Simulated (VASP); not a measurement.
Wanted: the native input for a VASP 6.6.1 run.

```yaml
Task: single point
Functional: PBE
Potentials_or_basis: VASP PAW PBE potentials, release 64 (Si)
Cutoff: 520 eV
k_mesh: 8 × 8 × 8
Occupations: fermi-dirac, width 0.02 eV
Spin: no spin polarisation
Dipole_correction: no
Further_INCAR_settings: ALGO = Normal; EDIFF = 1e-06; NBANDS = 11
```

The structure of Si lies in POSCAR:

```
Si
1.0
   -0.0151077599      2.7221188962      2.7221188962
    2.7221188962     -0.0151077599      2.7221188962
    2.7070111363      2.7070111363      0.0000000000
Si
2
Direct
   -0.0006963670     -0.0006963670      0.0006963670
    0.2506963670      0.2506963670      0.2493036330
```

This cell differs from its parent crystal: shear xy strain -1.1%.

The input as run:

INCAR

```
  PREC = Accurate
  ENCUT = 520
  EDIFF = 1E-6
  ISMEAR = -1
  SIGMA = 0.02
  LREAL = F
  LASPH = T
  NELM = 80
  ALGO = Normal
  ISIF = 2
  LWAVE = F
  LCHARG = F
  GGA = PE
  NBANDS = 11
```

KPOINTS

```
Automatic mesh
0
Gamma
  8 8 8
```

Potentials or basis: VASP PAW PBE potentials, release 64 (Si).

Launch:

```console
$ cat potpaw_PBE.64/Si/POTCAR > POTCAR
$ mpirun -np 1 vasp_std > vasp.out
```

It gave:

```
Pressure               : 1.2 GPa
Largest force          : 0.005 eV/Å
Band gap on the k mesh : 0.57 eV (least direct gap 2.45 eV)
```

Caveat: the cell differs from its parent crystal (shear xy strain -1.1%).

It took 38 s on 1 thread of Intel Xeon 8259CL, with other jobs on the host, peak memory 0.17 GiB.
